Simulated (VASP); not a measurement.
Input of a VASP 6.6.1 run:

POSCAR

```
FeNi3
1.0
    3.5605965589      0.0000000000      0.0000000000
    0.0000000000      3.5605965589      0.0000000000
    0.0000000000      0.0000000000      3.5605965589
Fe Ni
1 3
Direct
    0.0000000000      0.0000000000      0.0000000000
    0.0000000000      0.5000000000      0.5000000000
    0.5000000000      0.0000000000      0.5000000000
    0.5000000000      0.5000000000      0.0000000000
```

Contents of INCAR.step1:

```
SYSTEM = FeNi3
PREC     = Accurate       ! precision mode
ENCUT    = 520            ! plane-wave cutoff, eV
ISMEAR   = 0              ! smearing method
SIGMA    = 0.05           ! smearing width, eV
LREAL    = .FALSE.        ! projectors in reciprocal space
LASPH    = .TRUE.         ! aspherical terms in the spheres
NELM     = 150            ! most SCF steps
ISPIN    = 2              ! spin polarisation
MAGMOM   = 3.53 0.89 0.89 0.89 ! initial moments
LMAXMIX  = 4              ! l up to which the mixer works
NBANDS   = 31             ! bands
GGA      = PE             ! functional
ALGO     = Normal         ! electronic algorithm
EDIFF    = 1E-4           ! SCF threshold, eV
LWAVE    = .TRUE.         ! write WAVECAR
LCHARG   = .FALSE.        ! write CHGCAR
```

The input INCAR.step2:

```
SYSTEM = FeNi3
PREC     = Accurate       ! precision mode
ENCUT    = 520            ! plane-wave cutoff, eV
EDIFF    = 1E-6           ! SCF threshold, eV
ISMEAR   = 0              ! smearing method
SIGMA    = 0.05           ! smearing width, eV
LREAL    = .FALSE.        ! projectors in reciprocal space
LASPH    = .TRUE.         ! aspherical terms in the spheres
NELM     = 150            ! most SCF steps
ALGO     = Normal         ! electronic algorithm
ISIF     = 2              ! what is computed and relaxed
LWAVE    = .FALSE.        ! write WAVECAR
LCHARG   = .TRUE.         ! write CHGCAR
ISPIN    = 2              ! spin polarisation
MAGMOM   = 3.53 0.89 0.89 0.89 ! initial moments
LORBIT   = 11             ! projections on sites
LMAXMIX  = 4              ! l up to which the mixer works
METAGGA  = R2SCAN         ! meta-GGA
LMIXTAU  = .TRUE.       
LELF     = .TRUE.         ! ELF
LVHAR    = .TRUE.       
NBANDS   = 31             ! bands
ISTART   = 1
```

Contents of KPOINTS:

```
regular mesh
0
G
  12 12 12
  0 0 0
```

Potentials or basis: VASP PAW PBE potentials, release 64 (Fe, Ni).

Run with:

```bash
$ cat potpaw_PBE.64/Fe/POTCAR potpaw_PBE.64/Ni/POTCAR > POTCAR
$ cp INCAR.step1 INCAR
$ mpirun -np 1 vasp_std > vasp.out
$ cp INCAR.step2 INCAR
$ mpirun -np 1 vasp_std > vasp.out
```

Task: Estimate the pressure.

Result: -7.4 GPa.

Task: Predict the site moments.

Result: Fe +3.21; Ni +0.74 μB.

Task: Predict the net moment.

Result: 5.32 μB per cell.

Caveat: the cell stands under tension; the PAW data sets were made with another functional, which shifts forces and pressure a little.
